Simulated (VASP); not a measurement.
Input of a VASP 6.6.1 run:

INCAR

```
SYSTEM = Cd3O
PREC = Accurate
ENCUT = 600
EDIFF = 1E-6
ISMEAR = 0
SIGMA = 0.1
LREAL = .False.
LASPH = .True.
NELM = 120
ALGO = Normal
ISIF = 2
LWAVE = .False.
LCHARG = .False.
GGA = PE
NBANDS = 52
GGA_COMPAT = .False.
```

Contents of KPOINTS:

```
regular mesh
0
Gamma
  4 4 4
  0 0 0
```

File POSCAR:

```
Cd3O
1.0
    5.4737182877      0.0000000000      0.0000000000
    0.0000000000      5.4737182877      0.0000000000
    0.0000000000      0.0000000000      5.4737182877
Cd O
6 2
Direct
    0.0000000000      0.5000000000      0.2500000000
    0.0000000000      0.5000000000      0.7500000000
    0.2500000000      0.0000000000      0.5000000000
    0.7500000000      0.0000000000      0.5000000000
    0.5000000000      0.7500000000      0.0000000000
    0.5000000000      0.2500000000      0.0000000000
    0.0000000000      0.0000000000      0.0000000000
    0.5000000000      0.5000000000      0.5000000000
```

Potentials or basis: VASP PAW PBE potentials, release 64 (Cd, O).

Run with:

```sh
$ cat potpaw_PBE.64/Cd/POTCAR potpaw_PBE.64/O/POTCAR > POTCAR
$ mpirun -np 1 vasp_std > vasp.out
```

**Question.** What does it give for the band gap on the k mesh?

**Answer.** Zero (band 42 reaches 3.06 eV, above the bottom of band 43 at 1.44 eV).

**Question.** What does it give for the pressure?

**Answer.** -3.7 GPa.
